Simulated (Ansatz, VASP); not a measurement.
**SnS: VASP beside Ansatz**

```
Sn S
1.0
    11.44143    0.00000    0.00000
     0.00000    4.02230    0.00000
     0.00000    0.00000    4.45742
Sn S
4 4
Direct
  0.12149 0.25000 0.13055
  0.37851 0.75000 0.63055
  0.62149 0.25000 0.36945
  0.87851 0.75000 0.86945
  0.84992 0.25000 0.47729
  0.65008 0.75000 0.97729
  0.34992 0.25000 0.02271
  0.15008 0.75000 0.52271
```

Alike in both runs: functional PBE; k mesh 4 × 8 × 8; no spin polarisation.

Ansatz relaxed the structure, and its values are those at the end. VASP's run is a single point on that final structure, the one shown.

|  | VASP | Ansatz |
| --- | --- | --- |
| version | VASP 6.6.1 | Ansatz 0.2.0 |
| potentials or method | VASP PAW PBE potentials, release 64 (Sn_d, S) | scalar-relativistic, plane waves, PAW |
| plane-wave cutoff (eV) | 500 | 420 |
| occupations | gaussian, width 0.01 eV | fixed |
| valence electrons in the cell | 80 | 80 |

Ansatz gave:

- gap on the k mesh at the Fermi level (eV): 1.05
- least direct gap on the mesh (eV): 1.34
- pressure (GPa): 0.0
- rms of the force components (eV/Å): 0.001

Estimate VASP's values.

gap on the k mesh at the Fermi level (eV): 1.05; least direct gap on the mesh (eV): 1.33; pressure (GPa): 0.0; rms of the force components (eV/Å): 0.003.
